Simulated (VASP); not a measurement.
The system is CuI.

```
Cu I
1.0
     3.98538    0.00000    0.00000
    -1.99269    3.45144    0.00000
     0.00000    0.00000    6.49617
Cu I
2 2
Direct
  0.00000 0.00000 0.00000
  0.00000 0.00000 0.50000
  0.33333 0.66667 0.25000
  0.66667 0.33333 0.75000
```

```yaml
Program: VASP 6.6.1
Task: relaxation of cell and atoms
Functional: PBE
Potentials_or_basis: VASP PAW PBE potentials, release 64 (Cu, I)
Cutoff: 600 eV
k_mesh: 6 × 6 × 4
Occupations: fermi-dirac, width 0.02 eV
Spin: no spin polarisation
```

At the start: pressure 3.7 GPa; volume 22.34 Å³/atom.

Question: How do energy, volume and symmetry change on relaxing?

Answer: Over 9 steps the energy falls by 26.2 meV/atom and the volume is 23.90 Å³/atom (+7.0 %); space group P6_3/mmc (No. 194, to 0.05 Å).

The path:
```
step  energy change (eV)  largest force (eV/Å)  pressure (GPa)  volume (Å³)
   1              0.0000                0.0000            3.73        89.36
   2             -0.0783                0.0000           -0.14        96.26
   3             -0.0783                0.0000           -0.24        96.39
   4             -0.0857                0.0000           -0.29        96.32
   5             -0.1007                0.0000           -0.21        96.07
   6             -0.0983                0.0000            0.17        95.28
   7             -0.1048                0.0000           -0.04        95.75
   8             -0.1048                0.0000           -0.04        95.77
   9             -0.1048                0.0000           -0.01        95.59
```

Final structure:
```
Cu I
1.0
     4.21067    0.00000    0.00000
    -2.10533    3.64655    0.00000
     0.00000    0.00000    6.22589
Cu I
2 2
Direct
  0.00000 0.00000 0.00000
  0.00000 0.00000 0.50000
  0.33333 0.66667 0.25000
  0.66667 0.33333 0.75000
```
